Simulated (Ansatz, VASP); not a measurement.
## Cu: VASP beside Ansatz

```
CELL_PARAMETERS angstrom
0.00000 1.81459 1.81459
1.81459 0.00000 1.81459
1.81459 1.81459 0.00000
ATOMIC_POSITIONS crystal
Cu 0.00000 0.00000 0.00000
```

Alike in both runs: functional PBE; k mesh 19 × 19 × 19; occupations fermi-dirac, width 0.08 eV; no spin polarisation.

Ansatz relaxed the structure, and its values are those at the end. VASP's run is a single point on that final structure, the one shown.

```csv
,VASP,Ansatz
version,VASP 6.6.1,Ansatz 0.2.0
potentials or method,"VASP PAW PBE potentials, release 64 (Cu)","PAW with Ansatz's default frozen-core files, scalar-relativistic"
plane-wave cutoff (eV),600,420
valence electrons in the cell,11,19
```

Ansatz gave:

```
pressure (GPa) : 0.0
```

**Question.** Estimate VASP's values.

**Answer.** Pressure (GPa): 0.6.

The functional is the same, so the differences come from potentials, cutoffs and numerics. VASP's potentials hold 11 valence electrons a cell and Ansatz's 19, so a difference there can come from the potentials and not from the codes.
